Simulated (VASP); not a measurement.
A run of VASP 6.6.1 is set up as follows.

INCAR

```
ALGO = Normal
EDIFF = 1E-8
ENCUT = 500
GGA = PS
GGA_COMPAT = F
IBRION = 8
ISIF = 2
ISMEAR = 0
LASPH = T
LCHARG = F
LEPSILON = T
LREAL = F
LWAVE = F
NELM = 120
NSW = 1
PREC = Accurate
SIGMA = 0.01
```

KPOINTS

```
k-points
0
Gamma
  10 10 10
```

POSCAR

```
AlP
1.0
    0.0000000000      2.4665901346      2.4665901346
    2.4665901346      0.0000000000      2.4665901346
    2.4665901346      2.4665901346      0.0000000000
Al P
1 1
Direct
    0.0000000000      0.0000000000      0.0000000000
    0.7500000000      0.7500000000      0.7500000000
```

Potentials or basis: VASP PAW PBE potentials, release 64 (Al, P).

Launch:

```console
$ cat potpaw_PBE.64/Al/POTCAR potpaw_PBE.64/P/POTCAR > POTCAR
$ mpirun -np 1 vasp_std > vasp.out
```

(1) Predict the electronic dielectric tensor (diagonal).

(2) Predict the Born charges (mean of the diagonal).

(3) Predict the highest phonon frequency at Γ, LO-TO splitting left out.

## Answers

(1) 8.85.

(2) Al +2.06; P -2.06 e.

(3) 622 cm⁻¹.

Caveat: the cell wasn't relaxed at this level first, which shifts response properties.
